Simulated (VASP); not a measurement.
AlInGa2B4P8:

```
B Al P Ga In
1.0
    -4.90459    4.90459    0.00000
    -4.90459    0.00000    4.90459
     0.00000    4.90459    4.90459
B Al P Ga In
4 1 8 2 1
Cartesian
  -7.3202 4.9206 2.4508
  -4.9193 7.3065 2.4778
  -2.4666 4.8881 2.4384
  -4.9184 4.9459 4.9160
  -7.3690 7.3634 9.7763
  -8.6020 6.1502 6.1149
  -6.1466 3.6847 6.1195
  -6.1478 6.1309 3.6613
  -8.6018 8.6131 8.5508
  -3.6596 3.6920 3.6602
  -6.1478 6.1353 8.5571
  -6.1559 8.5762 6.1432
  -3.6891 6.1406 6.1371
  -4.8881 0.0394 4.9193
  -4.8901 2.4459 2.4592
  -2.4384 2.4529 4.8600
```

| Item | Value |
| --- | --- |
| Program | VASP 6.6.1 |
| Task | relaxation of cell and atoms |
| Functional | PBE |
| Potentials or basis | VASP PAW PBE potentials, release 64 (B, Al, P, Ga_d, In_d) |
| Cutoff | 600 eV |
| k mesh | 2 × 2 × 2, shifted |
| Occupations | gaussian, width 0.1 eV |
| Spin | no spin polarisation |

At the start: pressure 25.3 GPa; volume 14.75 Å³/atom.

Q: Where does the relaxation end?

A: Over 18 steps the energy falls by 460.2 meV/atom and the volume is 16.71 Å³/atom (+13.3 %); space group P1 (No. 1, to 0.1 Å) before, Cm (No. 8, to 0.1 Å).

Step by step:
```tsv
step	energy change (eV)	largest force (eV/Å)	pressure (GPa)	volume (Å³)
1	0.0000	9.2174	25.29	235.96
2	-3.2394	2.5043	-12.95	324.70
3	-6.7756	1.6305	-3.78	279.22
4	-6.7881	1.6911	-3.18	277.55
5	-6.7895	1.7344	-2.78	276.52
6	-7.2800	0.4787	-0.42	268.32
7	-7.2921	0.6503	0.11	266.88
8	-7.3419	0.2998	0.34	266.09
9	-7.3424	0.2635	0.31	266.16
10	-7.3534	0.1313	-0.05	267.20
11	-7.3544	0.1366	-0.19	267.60
12	-7.3582	0.0713	0.02	267.18
13	-7.3586	0.0828	0.13	266.99
14	-7.3608	0.0563	0.00	267.29
15	-7.3611	0.0690	-0.05	267.45
16	-7.3624	0.0435	-0.02	267.40
17	-7.3624	0.0432	-0.01	267.39
18	-7.3627	0.0347	0.01	267.30
```

Final structure:
```cif
data_structure
_symmetry_space_group_name_H-M 'P 1'
_symmetry_Int_Tables_number 1
_cell_length_a 7.2300
_cell_length_b 7.2299
_cell_length_c 7.3062
_cell_angle_alpha 59.309
_cell_angle_beta 59.304
_cell_angle_gamma 60.058
_cell_volume 267.30
loop_
_atom_site_label
_atom_site_type_symbol
_atom_site_fract_x
_atom_site_fract_y
_atom_site_fract_z
_atom_site_occupancy
B1 B 0.00435 0.50182 0.99174 1
B2 B 0.99542 0.99614 0.50232 1
B3 B 0.50816 0.00463 0.50315 1
B4 B 0.49969 0.49176 0.50242 1
Al1 Al 0.50056 0.99765 0.00111 1
P1 P 0.85266 0.90675 0.39276 1
P2 P 0.36693 0.86327 0.40000 1
P3 P 0.86225 0.35872 0.36335 1
P4 P 0.89554 0.85474 0.85342 1
P5 P 0.41000 0.34915 0.39301 1
P6 P 0.39079 0.88764 0.83705 1
P7 P 0.88625 0.38403 0.90028 1
P8 P 0.35740 0.39245 0.85347 1
Ga1 Ga 0.00155 0.99921 0.99912 1
Ga2 Ga 0.50141 0.49846 0.99945 1
In1 In 0.99987 0.49670 0.49647 1
```

Caveat: the k points lie up to 0.53 Å⁻¹ apart in the final cell.
